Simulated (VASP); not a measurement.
Here is a VASP 6.6.1 calculation.

File INCAR:

```
SYSTEM = Ag
PREC = Accurate
ENCUT = 400
EDIFF = 1E-6
ISMEAR = 0
SIGMA = 0.1
LREAL = .False.
LASPH = .True.
NELM = 120
ALGO = Normal
ISIF = 2
LWAVE = .False.
LCHARG = .False.
GGA = PE
NBANDS = 42
GGA_COMPAT = .False.
```

Contents of KPOINTS:

```
regular mesh
0
Gamma
  8 4 6
  0 0 0
```

POSCAR

```
Ag
1.0
    3.5787000000      0.0000000000      0.0000000000
    0.0000000000      9.2079000000      0.0000000000
   -1.5776746517      0.0000000000      5.4534766070
Ag
6
Direct
    0.7151000000      0.3580000000      0.9519000000
    0.2849000000      0.8580000000      0.5481000000
    0.2849000000      0.6420000000      0.0481000000
    0.7151000000      0.1420000000      0.4519000000
    0.0000000000      0.0000000000      0.0000000000
    0.0000000000      0.5000000000      0.5000000000
```

Potentials or basis: VASP PAW PBE potentials, release 64 (Ag).

Run with:

```console
$ cat potpaw_PBE.64/Ag/POTCAR > POTCAR
$ mpirun -np 1 vasp_std > vasp.out
```

(1) Predict the band gap on the k mesh.

(2) Predict the pressure.

## Answers

(1) zero (bands 33 and 34 overlap by 4.05 eV).

(2) -9.9 GPa.
